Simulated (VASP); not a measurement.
# ZrO3 (ReO3 type) (Pm-3m) in VASP: single point with PBE

Aim: the single point of ZrO3 (ReO3 type) with PBE.

Program: VASP 6.6.1. These are calculated values, not measurements. Logs are shortened: lines on timing, memory, paths and dates and some standing lists are left out, and cuts for length are marked.

### Step 1. The cell of the first run

The structure is cubic, space group Pm-3m (No. 221). The conventional cell has a = 4.221 Å, b = 4.221 Å, c = 4.221 Å, α = 90.00°, β = 90.00°, γ = 90.00°. Within 2.8 Å of Zr (site symmetry m-3m) lie 6 O at 2.11 Å. Within 2.8 Å of O (site symmetry 4/mmm) lie 2 Zr at 2.11 Å.

### Step 2. Single point, PBE

File INCAR:

```
SYSTEM = ZrO3
ALGO = Normal
EDIFF = 1E-6
ENCUT = 520
GGA = PE
ISIF = 2
ISMEAR = -1
LASPH = .TRUE.
LCHARG = .TRUE.
LELF = .TRUE.
LREAL = .FALSE.
LVHAR = .TRUE.
LWAVE = .FALSE.
NBANDS = 23
NELM = 60
PREC = Accurate
SIGMA = 0.06122561905347299
```

File KPOINTS:

```
k-points
0
G
  26 26 26
  0 0 0
```

File POSCAR:

```
ZrO3
1.0
    4.2210323845      0.0000000000      0.0000000000
    0.0000000000      4.2210323845      0.0000000000
    0.0000000000      0.0000000000      4.2210323845
Zr O
1 3
Direct
    0.0000000000      0.0000000000      0.0000000000
    0.5000000000      0.0000000000      0.0000000000
    0.0000000000      0.5000000000      0.0000000000
    0.0000000000      0.0000000000      0.5000000000
```

Potentials or basis: VASP PAW PBE potentials, release 64 (Zr_sv, O).

Started as:

```console
> cat potpaw_PBE.64/Zr_sv/POTCAR potpaw_PBE.64/O/POTCAR > POTCAR
> mpirun -np 1 vasp_std > vasp.out
```

OUTCAR:

```text
SYSTEM = ZrO3
   EDIFF = 1E-6
   ENCUT = 520
   GGA = PE
   ISIF = 2
   ISMEAR = -1
   LASPH = .TRUE.
   LREAL = .FALSE.
   NELM = 60
   PREC = Accurate

 ion  position               nearest neighbor table
   1  0.000  0.000  0.000-   2 2.11   3 2.11   4 2.11   4 2.11   3 2.11   2 2.11
   2  0.500  0.000  0.000-   1 2.11   1 2.11
   3  0.000  0.500  0.000-   1 2.11   1 2.11
   4  0.000  0.000  0.500-   1 2.11   1 2.11

  LATTYP: Found a simple cubic cell.
 ALAT       =     4.2210323845

  Lattice vectors:

 A1 = (   4.2210323845,   0.0000000000,   0.0000000000)
 A2 = (   0.0000000000,   4.2210323845,   0.0000000000)
 A3 = (   0.0000000000,   0.0000000000,   4.2210323845)

Analysis of symmetry for initial positions (statically):
=====================================================================
 Subroutine PRICEL returns:
 Original cell was already a primitive cell.

 Routine SETGRP: Setting up the symmetry group for a
 simple cubic supercell.

 Subroutine GETGRP returns: Found 48 space group operations
 (whereof 48 operations were pure point group operations)
 out of a pool of 48 trial point group operations.

The static configuration has the point symmetry O_h .

Analysis of symmetry for dynamics (positions and initial velocities):
=====================================================================
 Subroutine PRICEL returns:
 Original cell was already a primitive cell.

 Routine SETGRP: Setting up the symmetry group for a
 simple cubic supercell.

 Subroutine GETGRP returns: Found 48 space group operations
 (whereof 48 operations were pure point group operations)
 out of a pool of 48 trial point group operations.

The dynamic configuration has the point symmetry O_h .

 Subroutine INISYM returns: Found 48 space group operations
 (whereof 48 operations are pure point group operations),
 and found     1 'primitive' translations

----------------------------------------------------------------------------------------

                                     Primitive cell

  volume of cell :      75.2066

  direct lattice vectors                    reciprocal lattice vectors
     4.221032384  0.000000000  0.000000000     0.236908867  0.000000000  0.000000000
     0.000000000  4.221032384  0.000000000     0.000000000  0.236908867  0.000000000
     0.000000000  0.000000000  4.221032384     0.000000000  0.000000000  0.236908867

  length of vectors
     4.221032384  4.221032384  4.221032384     0.236908867  0.236908867  0.236908867

  position of ions in fractional coordinates (direct lattice)
     0.000000000  0.000000000  0.000000000
     0.500000000  0.000000000  0.000000000
     0.000000000  0.500000000  0.000000000
     0.000000000  0.000000000  0.500000000

  ion indices of the primitive-cell ions
   primitive index   ion index
                 1           1
                 2           2
                 3           3
                 4           4

----------------------------------------------------------------------------------------

 KPOINTS: k-points

Automatic generation of k-mesh.
 Grid dimensions read from file:
 generate k-points for:   26   26   26

 Generating k-lattice:

  Cartesian coordinates                     Fractional coordinates (reciprocal lattice)
     0.009111880  0.000000000  0.000000000     0.038461538  0.000000000  0.000000000
     0.000000000  0.009111880  0.000000000     0.000000000  0.038461538  0.000000000
     0.000000000  0.000000000  0.009111880     0.000000000  0.000000000  0.038461538

  Length of vectors
     0.009111880  0.009111880  0.009111880

  Shift w.r.t. Gamma in fractional coordinates (k-lattice)
     0.000000000  0.000000000  0.000000000

 Subroutine IBZKPT returns following result:
 ===========================================

 Found    560 irreducible k-points:

 Following reciprocal coordinates:
            Coordinates               Weight
  0.000000  0.000000  0.000000      1.000000
  0.038462  0.000000  0.000000      6.000000
  0.076923  0.000000  0.000000      6.000000
  0.115385  0.000000  0.000000      6.000000
  0.153846  0.000000  0.000000      6.000000
  0.192308  0.000000  0.000000      6.000000
[... 16 lines left out ...]
  0.346154  0.038462  0.000000     24.000000
  0.384615  0.038462  0.000000     24.000000
 [... further k-points ...]
   k-points           NKPTS =    560   k-points in BZ     NKDIM =    560   number of bands    NBANDS=     23
   number of dos      NEDOS =    301   number of ions     NIONS =      4
   total plane-waves  NPLWV =  32768
   dimension x,y,z NGX =    32 NGY =   32 NGZ =   32
   dimension x,y,z NGXF=    64 NGYF=   64 NGZF=   64
   ions per type =               1   3
   NGX,Y,Z   is equivalent  to a cutoff of  12.60, 12.60, 12.60 a.u.
   NGXF,Y,Z  is equivalent  to a cutoff of  25.21, 25.21, 25.21 a.u.
 SYSTEM =  ZrO3
   PREC   = accura    normal or accurate (medium, high low for compatibility)
   ISTART =      0    job   : 0-new  1-cont  2-samecut
   ICHARG =      2    charge: 1-file 2-atom 10-const
   ISPIN  =      1    spin polarized calculation?
   LNONCOLLINEAR =      F non collinear calculations
   LSORBIT =      F    spin-orbit coupling
   LASPH  =      T    aspherical Exc in radial PAW
   ENCUT  =  520.0 eV  38.22 Ry    6.18 a.u.   7.85  7.85  7.85*2*pi/ulx,y,z
   NELM   =     60;   NELMIN=  2; NELMDL= -5     # of ELM steps
   EDIFF  = 0.1E-05   stopping-criterion for ELM
   LREAL  =      F    real-space projection
   EDIFFG = 0.1E-04   stopping-criterion for IOM
   NSW    =      0    number of steps for IOM
   IBRION =     -1    ionic relax: 0-MD 1-quasi-New 2-CG
   NFREE  =      0    steps in history (QN), initial steepest desc. (CG)
   ISIF   =      2    stress and relaxation
   ISYM   =      2    0-nonsym 1-usesym 2-fastsym
   POTIM  = 0.5000    time-step for ionic-motion
   TEBEG  =    0.0;   TEEND  =   0.0 temperature during run
   PSTRESS=    0.0 pullay stress
   NELECT =      30.0000    total number of electrons
   NUPDOWN=      -1.0000    fix difference up-down
   EMIN   =  10.00;   EMAX   =-10.00  energy-range for DOS
   EFERMI =   0.00;   METHOD = LEGACY
   ISMEAR =    -1;   SIGMA  =   0.06  broadening in eV -4-tet -1-fermi 0-gaus
   EFERMI_NEDOS =   21; number of points for ismear=-14 and -15
   IALGO  =     38    algorithm
   IMIX   =      4    mixing-type and parameters
     AMIX     =   0.40;   BMIX     =  1.00
     AMIX_MAG =   1.60;   BMIX_MAG =  1.00
  volume/ion in A,a.u.               =      18.80       126.88
  Fermi-wavevector in a.u.,A,eV,Ry     =   1.205119  2.277345 19.759898  1.452312
  Thomas-Fermi vector in A             =   2.340824
   LORBIT       =      0    0 simple, 1 ext, 2 COOP (PROOUT), +10 PAW based schemes
   GGA     = PE    functional components
[... 5 lines left out ...]
 non-spin polarized calculation
  energy-cutoff  :      520.00
  volume of cell :       75.21
 maximum number of plane-waves:      2048
 NGX is ok and might be reduce to    32
   NGX = 15   NGY = 15   NGZ = 15

 number of electron      29.9999990 magnetization

 Free energy of the ion-electron system (eV)
  ---------------------------------------------------
  ext. energy  EPLUGINS =         0.00000000
  ---------------------------------------------------
  free energy    TOTEN  =       -30.68974959 eV

  energy without entropy =      -30.61915520  energy(sigma->0) =      -30.65445239

 E-fermi :  -0.9646     XC(G=0):  -8.1674

 val. band max:       -0.9668268309   @ k =   0.3077   0.3077   0.2308
 cond. band min:      -0.9626389137   @ k =   0.3846   0.3077   0.2308
 fundamental gap:      0.0041879172
 Fermi energy:        -0.9646248538

 k-point     1 :       0.0000    0.0000    0.0000
  band No.  band energies     occupation
      1     -47.6964      2.00000
      2     -25.7739      2.00000
      3     -25.7739      2.00000
      4     -25.7739      2.00000
      5     -17.0020      2.00000
      6     -16.7218      2.00000
[... 15 lines left out ...]
     22       6.6883      0.00000
     23      12.9186      0.00000

 k-point     2 :       0.0385    0.0000    0.0000
  band No.  band energies     occupation
      1     -47.6963      2.00000
      2     -25.7773      2.00000
      3     -25.7739      2.00000
      4     -25.7739      2.00000
      5     -16.9970      2.00000
      6     -16.7217      2.00000
[... 15 lines left out ...]
     22       6.7352      0.00000
     23      12.8404      0.00000

 k-point     3 :       0.0769    0.0000    0.0000
  band No.  band energies     occupation
      1     -47.6962      2.00000
      2     -25.7872      2.00000
      3     -25.7737      2.00000
      4     -25.7737      2.00000
      5     -16.9835      2.00000
      6     -16.7214      2.00000
[... 15 lines left out ...]
     22       6.8715      0.00000
     23      12.6270      0.00000

 k-point     4 :       0.1154    0.0000    0.0000
  band No.  band energies     occupation
      1     -47.6960      2.00000
      2     -25.8029      2.00000
      3     -25.7733      2.00000
      4     -25.7733      2.00000
      5     -16.9660      2.00000
      6     -16.7208      2.00000
[... 15 lines left out ...]
     22       7.0834      0.00000
     23      12.3347      0.00000

 k-point     5 :       0.1538    0.0000    0.0000
  band No.  band energies     occupation
      1     -47.6957      2.00000
      2     -25.8235      2.00000
      3     -25.7729      2.00000
      4     -25.7729      2.00000
      5     -16.9489      2.00000
      6     -16.7200      2.00000
[... 15 lines left out ...]
     22       7.3493      0.00000
     23      12.0082      0.00000

 k-point     6 :       0.1923    0.0000    0.0000
  band No.  band energies     occupation
      1     -47.6954      2.00000
      2     -25.8476      2.00000
      3     -25.7724      2.00000
      4     -25.7724      2.00000
      5     -16.9345      2.00000
      6     -16.7191      2.00000
[... 15 lines left out ...]
     22       7.6434      0.00000
     23      11.6736      0.00000

 k-point     7 :       0.2308    0.0000    0.0000
  band No.  band energies     occupation
      1     -47.6951      2.00000
      2     -25.8737      2.00000
      3     -25.7719      2.00000
      4     -25.7719      2.00000
      5     -16.9235      2.00000
      6     -16.7182      2.00000
[... 353 lines left out ...]
     22       7.9521      0.00000
     23      11.3561      0.00000

 k-point    21 :       0.2692    0.0385    0.0000
  band No.  band energies     occupation
      1     -47.6947      2.00000
      2     -25.9002      2.00000
      3     -25.7746      2.00000
      4     -25.7712      2.00000
      5     -16.9084      2.00000
      6     -16.7111      2.00000
[... 15 lines left out ...]
     22       8.2232      0.00000
     23      11.0482      0.00000

 k-point    22 :       0.3077    0.0385    0.0000
  band No.  band energies     occupation
      1     -47.6944      2.00000
      2     -25.9257      2.00000
      3     -25.7741      2.00000
      4     -25.7707      2.00000
      5     -16.9022      2.00000
      6     -16.7101      2.00000
[... 15 lines left out ...]
     22       8.4423      0.00000
     23      10.7739      0.00000

 k-point    23 :       0.3462    0.0385    0.0000
  band No.  band energies     occupation
      1     -47.6941      2.00000
      2     -25.9487      2.00000
      3     -25.7736      2.00000
      4     -25.7702      2.00000
      5     -16.8975      2.00000
      6     -16.7093      2.00000
[... 15 lines left out ...]
     22       8.5819      0.00000
     23      10.5510      0.00000

 k-point    24 :       0.3846    0.0385    0.0000
  band No.  band energies     occupation
      1     -47.6939      2.00000
      2     -25.9679      2.00000
      3     -25.7732      2.00000
      4     -25.7698      2.00000
      5     -16.8941      2.00000
      6     -16.7085      2.00000
[... 15 lines left out ...]
     22       8.6196      0.00000
     23      10.3957      0.00000

 [... further k-points ...]

------------------------ aborting loop because EDIFF is reached ----------------------------------------

  FORCE on cell =-STRESS in cart. coord.  units (eV):
  Direction    XX          YY          ZZ          XY          YZ          ZX
  --------------------------------------------------------------------------------------
  -------------------------------------------------------------------------------------
  Total       -1.9570944     -1.9570944     -1.9570944      0.0000000     -0.0000000      0.0000000
  in kB      -41.6933025    -41.6933025    -41.6933025      0.0000000     -0.0000000      0.0000000
  external PRESSURE =     -41.6933025 kB  Pullay stress =       0.0000000 kB

 VOLUME and BASIS-vectors are now :
 -----------------------------------------------------------------------------
  energy-cutoff  :      520.00
  volume of cell :       75.21
      direct lattice vectors                 reciprocal lattice vectors
     4.221032384  0.000000000  0.000000000     0.236908867  0.000000000  0.000000000
     0.000000000  4.221032384  0.000000000     0.000000000  0.236908867  0.000000000
     0.000000000  0.000000000  4.221032384     0.000000000  0.000000000  0.236908867

 POSITION                                       TOTAL-FORCE (eV/Angst)
 -----------------------------------------------------------------------------------
      0.00000      0.00000      0.00000         0.000000      0.000000      0.000000
      2.11052      0.00000      0.00000         0.000000      0.000000      0.000000
      0.00000      2.11052      0.00000         0.000000      0.000000      0.000000
      0.00000      0.00000      2.11052         0.000000      0.000000      0.000000
 -----------------------------------------------------------------------------------
    total drift:                                0.000000      0.000000     -0.000000

  FREE ENERGIE OF THE ION-ELECTRON SYSTEM (eV)
  ---------------------------------------------------
  free  energy   TOTEN  =       -30.6897495895 eV

  energy  without entropy=      -30.6191551986  energy(sigma->0) =      -30.65445239
```

It took 3.8 min on 1 thread of Intel Xeon 6975P-C (Granite Rapids), shared host; peak memory 0.82 GiB.

Results:

| Property | Result |
| --- | --- |
| Free energy | -30.6897 eV |
| Pressure | -4.2 GPa |
| Band gap on the k mesh | zero (bands 15 and 16 overlap by 0.67 eV) |

Levels at points of the mesh, in eV from the Fermi level:
| k point | band 11 | band 12 | band 13 | band 14 | band 15 | band 16 | band 17 | band 18 | band 19 | band 20 |
| --- | --- | --- | --- | --- | --- | --- | --- | --- | --- | --- |
| (0.00, 0.00, 0.00) | -0.26 | -0.26 | -0.26 | -0.07 | -0.07 | -0.07 | 4.60 | 4.60 | 4.60 | 6.87 |
| (0.50, 0.00, 0.00) | -1.00 | -0.89 | -0.89 | -0.42 | -0.12 | -0.12 | 4.66 | 6.23 | 6.23 | 7.69 |
| (0.50, 0.50, 0.00) | -1.13 | -1.13 | -0.68 | -0.68 | -0.55 | 0.45 | 6.28 | 6.28 | 7.34 | 8.63 |
| (0.50, 0.50, 0.50) | -2.45 | -2.45 | -2.45 | 0.46 | 0.46 | 0.46 | 7.39 | 7.39 | 7.39 | 9.83 |

Caveat: the cell stands under tension.
